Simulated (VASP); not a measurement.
A run of VASP 6.6.1:

Contents of INCAR:

```
  PREC = Accurate
  ENCUT = 520
  EDIFF = 1E-7
  ISMEAR = -1
  SIGMA = 0.1
  LREAL = F
  LASPH = T
  NELM = 100
  ALGO = Normal
  ISIF = 2
  LWAVE = F
  LCHARG = F
  GGA = PS
  NBANDS = 20
```

File KPOINTS:

```
Automatic mesh
0
Gamma
  10 10 10
```

File POSCAR:

```
TiRh
1.0
    3.0719811459      0.0000000000      0.0000000000
    0.0000000000      3.0719811459      0.0000000000
    0.0000000000      0.0000000000      3.0719811459
Ti Rh
1 1
Direct
    0.5000000000      0.5000000000      0.5000000000
    0.0000000000      0.0000000000      0.0000000000
```

Potentials or basis: VASP PAW PBE potentials, release 64 (Ti_sv, Rh_pv).

Run with:

```bash
$ cat potpaw_PBE.64/Ti_sv/POTCAR potpaw_PBE.64/Rh_pv/POTCAR > POTCAR
$ mpirun -np 1 vasp_std > vasp.out
```

Hardware: 1 thread of Intel(R) Xeon(R) Platinum 8559C (Emerald Rapids) (shared host).

**Question.** Estimate the wall time of this run.

**Answer.** Wall time 12 s on 1 thread of Intel(R) Xeon(R) Platinum 8559C (Emerald Rapids), with other jobs on the host, peak memory 0.16 GiB. Counts: scf iterations 15, k points 56.
